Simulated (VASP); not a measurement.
# LiF (Fm-3m) in VASP: notebook

The runs below take LiF through single point, with r2SCAN.

Program: VASP 6.6.1. These are calculated values, not measurements. Logs are shortened: lines on timing, memory, paths and dates and some standing lists are left out, and cuts for length are marked.

## (1) The cell of the first run

It takes space group Fm-3m (No. 225, cubic). The conventional cell has a = 3.949 Å, b = 3.949 Å, c = 3.949 Å, α = 90.00°, β = 90.00°, γ = 90.00°. Within 2.6 Å of Li (site symmetry m-3m) lie 6 F at 1.97 Å. F (site symmetry m-3m) has 6 Li at 1.97 Å within 2.6 Å.

## (2) Single point, r2SCAN (volume changed by -3%)

POSCAR reads:

```
LiF
1.0
    0.0000000000      1.9747201430      1.9747201430
    1.9747201430      0.0000000000      1.9747201430
    1.9747201430      1.9747201430      0.0000000000
Li F
1 1
Direct
    0.0000000000      0.0000000000      0.0000000000
    0.5000000000      0.5000000000      0.5000000000
```

INCAR.step1 reads:

```
SYSTEM = LiF
ALGO = Normal
EDIFF = 1E-4
ENCUT = 520
GGA = PE
ISMEAR = 0
LASPH = .True.
LCHARG = .False.
LREAL = .False.
LWAVE = .True.
NBANDS = 12
NELM = 80
PREC = Accurate
SIGMA = 0.01
```

INCAR.step2 reads:

```
SYSTEM = LiF
ALGO = Normal
EDIFF = 1E-6
ENCUT = 520
ISIF = 2
ISMEAR = 0
ISTART = 1
LASPH = .True.
LCHARG = .True.
LELF = .True.
LMIXTAU = .True.
LREAL = .False.
LVHAR = .True.
LWAVE = .False.
METAGGA = R2SCAN
NBANDS = 12
NELM = 80
PREC = Accurate
SIGMA = 0.01
```

KPOINTS reads:

```
k-points
0
Gamma
  10 10 10
  0 0 0
```

Potentials or basis: VASP PAW PBE potentials, release 64 (Li_sv, F).

On the command line:

```sh
cat potpaw_PBE.64/Li_sv/POTCAR potpaw_PBE.64/F/POTCAR > POTCAR
cp INCAR.step1 INCAR
mpirun -np 1 vasp_std > vasp.out
cp INCAR.step2 INCAR
mpirun -np 1 vasp_std > vasp.out
```

OUTCAR:

```text
SYSTEM = LiF
   EDIFF = 1E-6
   ENCUT = 520
   ISIF = 2
   ISMEAR = 0
   ISTART = 1
   LASPH = .True.
   LREAL = .False.
   METAGGA = R2SCAN
   NELM = 80
   PREC = Accurate

 ion  position               nearest neighbor table
   1  0.000  0.000  0.000-   2 1.97   2 1.97   2 1.97   2 1.97   2 1.97   2 1.97
   2  0.500  0.500  0.500-   1 1.97   1 1.97   1 1.97   1 1.97   1 1.97   1 1.97

  LATTYP: Found a face centered cubic cell.
 ALAT       =     3.9494402860

  Lattice vectors:

 A1 = (   0.0000000000,   1.9747201430,   1.9747201430)
 A2 = (   1.9747201430,   0.0000000000,   1.9747201430)
 A3 = (   1.9747201430,   1.9747201430,   0.0000000000)

Analysis of symmetry for initial positions (statically):
=====================================================================
 Subroutine PRICEL returns:
 Original cell was already a primitive cell.

 Routine SETGRP: Setting up the symmetry group for a
 face centered cubic supercell.

 Subroutine GETGRP returns: Found 48 space group operations
 (whereof 48 operations were pure point group operations)
 out of a pool of 48 trial point group operations.

The static configuration has the point symmetry O_h .

Analysis of symmetry for dynamics (positions and initial velocities):
=====================================================================
 Subroutine PRICEL returns:
 Original cell was already a primitive cell.

 Routine SETGRP: Setting up the symmetry group for a
 face centered cubic supercell.

 Subroutine GETGRP returns: Found 48 space group operations
 (whereof 48 operations were pure point group operations)
 out of a pool of 48 trial point group operations.

The dynamic configuration has the point symmetry O_h .

 Subroutine INISYM returns: Found 48 space group operations
 (whereof 48 operations are pure point group operations),
 and found     1 'primitive' translations

----------------------------------------------------------------------------------------

                                     Primitive cell

  volume of cell :      15.4009

  direct lattice vectors                    reciprocal lattice vectors
     0.000000000  1.974720143  1.974720143    -0.253200435  0.253200435  0.253200435
     1.974720143  0.000000000  1.974720143     0.253200435 -0.253200435  0.253200435
     1.974720143  1.974720143  0.000000000     0.253200435  0.253200435 -0.253200435

  length of vectors
     2.792676008  2.792676008  2.792676008     0.438556019  0.438556019  0.438556019

  position of ions in fractional coordinates (direct lattice)
     0.000000000  0.000000000  0.000000000
     0.500000000  0.500000000  0.500000000

  ion indices of the primitive-cell ions
   primitive index   ion index
[... 82 lines left out ...]
   POTIM  = 0.5000    time-step for ionic-motion
   TEBEG  =    0.0;   TEEND  =   0.0 temperature during run
   PSTRESS=    0.0 pullay stress
   NELECT =      10.0000    total number of electrons
   NUPDOWN=      -1.0000    fix difference up-down
   EMIN   =  10.00;   EMAX   =-10.00  energy-range for DOS
   EFERMI =   0.00;   METHOD = LEGACY
   ISMEAR =     0;   SIGMA  =   0.01  broadening in eV -4-tet -1-fermi 0-gaus
   EFERMI_NEDOS =   21; number of points for ismear=-14 and -15
   IALGO  =     38    algorithm
   IMIX   =      4    mixing-type and parameters
     AMIX     =   0.40;   BMIX     =  1.00
     AMIX_MAG =   1.60;   BMIX_MAG =  1.00
  volume/ion in A,a.u.               =       7.70        51.97
  Fermi-wavevector in a.u.,A,eV,Ry     =   1.417618  2.678910 27.342830  2.009641
  Thomas-Fermi vector in A             =   2.538829
   LORBIT       =      0    0 simple, 1 ext, 2 COOP (PROOUT), +10 PAW based schemes
   METAGGA = R2SCAN    functional components
   LHFCALC =     F    Hartree Fock is set to
   AEXX    =    0.0000 exact exchange contribution
   IVDW    =     0    specifies the selected vdW correction
   LEPSILON=     F    determine dielectric tensor
   LRPA    =     F    only Hartree local field effects (RPA)
 non-spin polarized calculation
 Gauss-broadening in eV      SIGMA  =   0.01
  energy-cutoff  :      520.00
  volume of cell :       15.40
 maximum number of plane-waves:       424
 NGX is ok and might be reduce to    24
   NGX = 11   NGY = 11   NGZ = 11

 number of electron      10.0000002 magnetization

 Free energy of the ion-electron system (eV)
  ---------------------------------------------------
  ext. energy  EPLUGINS =         0.00000000
  ---------------------------------------------------
  free energy    TOTEN  =       -11.89956708 eV

  energy without entropy =      -11.89956708  energy(sigma->0) =      -11.89956708

 E-fermi :  -1.1669     XC(G=0): -10.8637

 val. band max:       -1.2715020867   @ k =   0.0000   0.0000   0.0000
 cond. band min:       9.5830786113   @ k =   0.0000   0.0000   0.0000
 fundamental gap:     10.8545806980
 Fermi energy:        -1.1668650194

 k-point     1 :       0.0000    0.0000    0.0000
  band No.  band energies     occupation
      1     -43.2248      2.00000
      2     -22.5338      2.00000
      3      -1.2715      2.00000
      4      -1.2715      2.00000
      5      -1.2715      2.00000
      6       9.5831      0.00000
      7      24.8069      0.00000
      8      24.8069      0.00000
      9      24.8069      0.00000
     10      25.6605      0.00000
     11      25.6605      0.00000
     12      25.6610      0.00000
[... 331 lines left out ...]
 k-point    24 :       0.4000    0.3000    0.0000
  band No.  band energies     occupation
      1     -43.1498      2.00000
      2     -21.9663      2.00000
      3      -3.7636      2.00000
      4      -2.2306      2.00000
      5      -2.1115      2.00000
      6      13.6051      0.00000
      7      16.9790      0.00000
      8      19.6073      0.00000
      9      21.2440      0.00000
     10      22.2633      0.00000
     11      35.7907      0.00000
     12      36.2234      0.00000

 [... further k-points ...]
[... 5 lines left out ...]
  --------------------------------------------------------------------------------------
  -------------------------------------------------------------------------------------
  Total        0.1874055      0.1874055      0.1874055      0.0000000      0.0000000     -0.0000000
  in kB       19.4960356     19.4960356     19.4960356      0.0000000      0.0000000     -0.0000000
  external PRESSURE =      19.4960356 kB  Pullay stress =       0.0000000 kB

 VOLUME and BASIS-vectors are now :
 -----------------------------------------------------------------------------
  energy-cutoff  :      520.00
  volume of cell :       15.40
      direct lattice vectors                 reciprocal lattice vectors
     0.000000000  1.974720143  1.974720143    -0.253200435  0.253200435  0.253200435
     1.974720143  0.000000000  1.974720143     0.253200435 -0.253200435  0.253200435
     1.974720143  1.974720143  0.000000000     0.253200435  0.253200435 -0.253200435

 POSITION                                       TOTAL-FORCE (eV/Angst)
 -----------------------------------------------------------------------------------
      0.00000      0.00000      0.00000         0.000000      0.000000     -0.000000
      1.97472      1.97472      1.97472        -0.000000     -0.000000      0.000000
 -----------------------------------------------------------------------------------
    total drift:                               -0.000000     -0.000000      0.000000

  FREE ENERGIE OF THE ION-ELECTRON SYSTEM (eV)
  ---------------------------------------------------
  free  energy   TOTEN  =       -11.8995670804 eV

  energy  without entropy=      -11.8995670804  energy(sigma->0) =      -11.89956708
```

OUTCAR.step1:

```text
SYSTEM = LiF
   EDIFF = 1E-4
   ENCUT = 520
   GGA = PE
   ISMEAR = 0
   LASPH = .True.
   LREAL = .False.
[... 581 lines left out ...]
      0.00000      0.00000      0.00000        -0.000000      0.000000      0.000000
      1.97472      1.97472      1.97472         0.000000     -0.000000     -0.000000
 -----------------------------------------------------------------------------------
    total drift:                               -0.000000     -0.000000      0.000000

  FREE ENERGIE OF THE ION-ELECTRON SYSTEM (eV)
  ---------------------------------------------------
  free  energy   TOTEN  =        -9.6105235283 eV

  energy  without entropy=       -9.6105235283  energy(sigma->0) =       -9.61052353
```

OSZICAR.step1:

```text
N       E                     dE             d eps       ncg     rms          rms(c)
DAV:   1     0.324723082323E+02    0.32472E+02   -0.53401E+03  1176   0.834E+02
DAV:   2    -0.904804779165E+01   -0.41520E+02   -0.40726E+02  1336   0.189E+02
DAV:   3    -0.101118526265E+02   -0.10638E+01   -0.10611E+01  1472   0.267E+01
DAV:   4    -0.101220676336E+02   -0.10215E-01   -0.10214E-01  1284   0.286E+00
DAV:   5    -0.101221782834E+02   -0.11065E-03   -0.11065E-03  1488   0.222E-01    0.455E+00
DAV:   6    -0.959965835265E+01    0.52252E+00   -0.24011E+00  1248   0.980E+00    0.134E+00
DAV:   7    -0.960397229169E+01   -0.43139E-02   -0.20444E-02  1484   0.125E+00    0.849E-01
DAV:   8    -0.961051100585E+01   -0.65387E-02   -0.14096E-02  1396   0.124E+00    0.108E-01
DAV:   9    -0.961052352831E+01   -0.12522E-04   -0.92720E-04  1300   0.276E-01
   1 F= -.96105235E+01 E0= -.96105235E+01  d E =0.000000E+00
```

It took 86 s on 1 thread of AMD EPYC 7R13, shared host; peak memory 0.11 GiB.

What came out:

```
Free energy            : -11.8996 eV
Band gap on the k mesh : 10.85 eV, direct
```

Caveat: the cell differs from its parent crystal (volume changed by -3%); the cutoff is under 1.25 times the usual one of these potentials, so pressure, stress and relaxed cells hold a basis-set (Pulay) error; the PAW data sets were made with another functional, which shifts forces and pressure a little. A k mesh can miss the band edges.

## (3) Single point, r2SCAN

This run uses another cell than the first one, of 7.94 Å³/atom, 1.031 times its volume.

POSCAR reads:

```
LiF
1.0
    0.0000000000      1.9948717404      1.9948717404
    1.9948717404      0.0000000000      1.9948717404
    1.9948717404      1.9948717404      0.0000000000
Li F
1 1
Direct
    0.0000000000      0.0000000000      0.0000000000
    0.5000000000      0.5000000000      0.5000000000
```

INCAR.step1 reads:

```
PREC = Accurate
ENCUT = 520
ISMEAR = 0
SIGMA = 0.01
LREAL = F
LASPH = T
NELM = 60
NBANDS = 12
GGA = PE
ALGO = Normal
EDIFF = 1E-4
LWAVE = T
LCHARG = F
```

INCAR.step2 reads:

```
PREC = Accurate
ENCUT = 520
EDIFF = 1E-7
ISMEAR = 0
SIGMA = 0.01
LREAL = F
LASPH = T
NELM = 60
ALGO = Normal
ISIF = 2
LWAVE = F
LCHARG = F
METAGGA = R2SCAN
LMIXTAU = T
NBANDS = 12
ISTART = 1
```

KPOINTS reads:

```
regular mesh
0
Gamma
  10 10 10
```

Potentials or basis: VASP PAW PBE potentials, release 64 (Li_sv, F).

On the command line:

```sh
cat potpaw_PBE.64/Li_sv/POTCAR potpaw_PBE.64/F/POTCAR > POTCAR
cp INCAR.step1 INCAR
mpirun -np 1 vasp_std > vasp.out
cp INCAR.step2 INCAR
mpirun -np 1 vasp_std > vasp.out
```

Run time: 96 s. Hardware: 1 thread of AMD EPYC 7R13, shared host; peak memory 0.11 GiB.

Results (log left out):

| Quantity | Value |
| --- | --- |
| Free energy | -11.9032 eV |
| Band gap on the k mesh | 10.55 eV, direct |

Levels at points of the mesh, in eV from the valence-band top:
| k point | band 2 | band 3 | band 4 | band 5 | band 6 | band 7 | band 8 | band 9 |
| --- | --- | --- | --- | --- | --- | --- | --- | --- |
| (0.00, 0.00, 0.00) | -21.17 | 0.00 | 0.00 | 0.00 | 10.55 | 25.77 | 25.77 | 25.77 |
| (0.50, 0.00, 0.00) | -20.74 | -2.58 | -0.25 | -0.25 | 11.99 | 18.50 | 20.68 | 20.68 |
| (0.50, 0.50, 0.00) | -20.46 | -3.13 | -1.05 | -1.05 | 16.35 | 17.59 | 19.49 | 22.28 |

Caveat: the cutoff is under 1.25 times the usual one of these potentials, so pressure, stress and relaxed cells hold a basis-set (Pulay) error; the PAW data sets were made with another functional, which shifts forces and pressure a little.

## (4) Single point, r2SCAN (volume changed by +3%)

POSCAR reads:

```
LiF
1.0
    0.0000000000      2.0146242303      2.0146242303
    2.0146242303      0.0000000000      2.0146242303
    2.0146242303      2.0146242303      0.0000000000
Li F
1 1
Direct
    0.0000000000      0.0000000000      0.0000000000
    0.5000000000      0.5000000000      0.5000000000
```

INCAR.step1 reads:

```
PREC = Accurate
ENCUT = 520
ISMEAR = 0
SIGMA = 0.01
LREAL = False
LASPH = True
NELM = 100
NBANDS = 12
GGA = PE
ALGO = Normal
EDIFF = 1E-4
LWAVE = True
LCHARG = False
```

INCAR.step2 reads:

```
PREC = Accurate
ENCUT = 520
EDIFF = 1E-6
ISMEAR = 0
SIGMA = 0.01
LREAL = False
LASPH = True
NELM = 100
ALGO = Normal
ISIF = 2
LWAVE = False
LCHARG = False
METAGGA = R2SCAN
LMIXTAU = True
NBANDS = 12
ISTART = 1
```

KPOINTS reads:

```
Automatic mesh
0
Gamma
  10 10 10
```

On the command line:

```sh
cat potpaw_PBE.64/Li_sv/POTCAR potpaw_PBE.64/F/POTCAR > POTCAR
cp INCAR.step1 INCAR
mpirun -np 1 vasp_std > vasp.out
cp INCAR.step2 INCAR
mpirun -np 1 vasp_std > vasp.out
```

Wall time 1.7 min (1 thread of AMD EPYC 7R13, shared host); peak memory 0.11 GiB.

Results (log left out):

- Free energy: -11.8988 eV
- Band gap on the k mesh: 10.26 eV, direct

Levels at points of the mesh, in eV from the valence-band top:
```csv
k point,band 3,band 4,band 5,band 6,band 7,band 8
"(0.00, 0.00, 0.00)",0.00,0.00,0.00,10.26,25.47,25.47
"(0.50, 0.00, 0.00)",-2.49,-0.24,-0.24,11.83,18.12,20.43
"(0.50, 0.50, 0.00)",-3.00,-1.01,-1.01,16.05,17.44,19.10
```

Caveat: the cell differs from its parent crystal (volume changed by +3%); the cutoff is under 1.25 times the usual one of these potentials, so pressure, stress and relaxed cells hold a basis-set (Pulay) error; the PAW data sets were made with another functional, which shifts forces and pressure a little.

## (5) Single point, r2SCAN (volume changed by +6%)

POSCAR reads:

```
LiF
1.0
    0.0000000000      2.0339968056      2.0339968056
    2.0339968056      0.0000000000      2.0339968056
    2.0339968056      2.0339968056      0.0000000000
Li F
1 1
Direct
    0.0000000000      0.0000000000      0.0000000000
    0.5000000000      0.5000000000      0.5000000000
```

INCAR.step1 reads:

```
PREC = Accurate
ENCUT = 520
ISMEAR = 0
SIGMA = 0.01
LREAL = F
LASPH = T
NELM = 100
NBANDS = 12
GGA = PE
ALGO = Normal
EDIFF = 1E-4
LWAVE = T
LCHARG = F
```

INCAR.step2 reads:

```
PREC = Accurate
ENCUT = 520
EDIFF = 1E-6
ISMEAR = 0
SIGMA = 0.01
LREAL = F
LASPH = T
NELM = 100
ALGO = Normal
ISIF = 2
LWAVE = F
LCHARG = F
METAGGA = R2SCAN
LMIXTAU = T
NBANDS = 12
ISTART = 1
```

KPOINTS is that of step 4.

On the command line:

```sh
cat potpaw_PBE.64/Li_sv/POTCAR potpaw_PBE.64/F/POTCAR > POTCAR
cp INCAR.step1 INCAR
mpirun -np 1 vasp_std > vasp.out
cp INCAR.step2 INCAR
mpirun -np 1 vasp_std > vasp.out
```

Run time: 97 s. Hardware: 1 thread of AMD EPYC 7R13, shared host; peak memory 0.11 GiB.

It converged, with:

* Free energy: -11.8889 eV
* Band gap on the k mesh: 9.98 eV, direct

Levels at points of the mesh, in eV from the valence-band top:
```
           k point  band 2  band 3  band 4  band 5  band 6  band 7  band 8  band 9
(0.00, 0.00, 0.00)  -21.02    0.00    0.00    0.00    9.98   25.18   25.18   25.18
(0.50, 0.00, 0.00)  -20.63   -2.40   -0.23   -0.23   11.66   17.76   20.17   20.18
(0.50, 0.50, 0.00)  -20.39   -2.88   -0.96   -0.96   15.76   17.29   18.71   21.54
```

Caveat: the cell differs from its parent crystal (volume changed by +6%); the cutoff is under 1.25 times the usual one of these potentials, so pressure, stress and relaxed cells hold a basis-set (Pulay) error; the PAW data sets were made with another functional, which shifts forces and pressure a little.

## (6) Summary

| cell | gap on the mesh (eV) |
| --- | --- |
| a = 2.793 Å, angles 60.0°, 2 atoms | 10.85 |
| a = 2.821 Å, angles 60.0°, 2 atoms | 10.55 |
| a = 2.849 Å, angles 60.0°, 2 atoms | 10.26 |
| a = 2.877 Å, angles 60.0°, 2 atoms | 9.98 |

Alike in all rows: task single point; level r2SCAN; potentials or basis VASP PAW PBE potentials, release 64 (Li_sv, F); no spin polarisation; k mesh 10 × 10 × 10; cutoff (eV) 520; smearing gaussian 0.01 eV.

Caveats: the cutoff is under 1.25 times the usual one of these potentials, so pressure, stress and relaxed cells hold a basis-set (Pulay) error; the PAW data sets were made with another functional, which shifts forces and pressure a little.

Total energies depend on the potentials used, so only differences within one code and one set of settings carry meaning.
